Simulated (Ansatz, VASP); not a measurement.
**Si4BW: VASP beside Ansatz**

```
Si B W
1.0
    -3.29552    3.29552    2.07538
     3.29552   -3.29552    2.07538
     3.29552    3.29552   -2.07538
Si B W
4 1 1
Direct
  0.00000 0.30589 0.30589
  0.00000 0.69411 0.69411
  0.30589 0.00000 0.30589
  0.69411 0.00000 0.69411
  0.00000 0.00000 0.00000
  0.50000 0.50000 0.00000
```

Alike in both runs: functional PBE; k mesh 4 × 4 × 4; occupations gaussian, width 0.1 eV; no spin polarisation.

Ansatz relaxed the structure, and its values are those at the end. VASP's run is a single point on that final structure, the one shown.

```csv
,VASP,Ansatz
version,VASP 6.6.1,Ansatz 0.2.0
potentials or method,"VASP PAW PBE potentials, release 64 (Si, B, W_sv), cutoff 520 eV","scalar-relativistic, plane waves, PAW"
valence electrons in the cell,33,33
```

```csv
,VASP,Ansatz,Ansatz less VASP
gap on the k mesh at the Fermi level (eV),none,none,-
pressure (GPa),0.0,0.0,-0.03
rms of the force components (eV/Å),0.005,0.005,+0.0001
```

A gap of «none» marks a metal or a gap that the smearing closes. The functional is the same, so the differences come from potentials, cutoffs and numerics.

The k mesh is coarse, so the values compare programs but aren't converged. Spin-orbit coupling is off throughout.
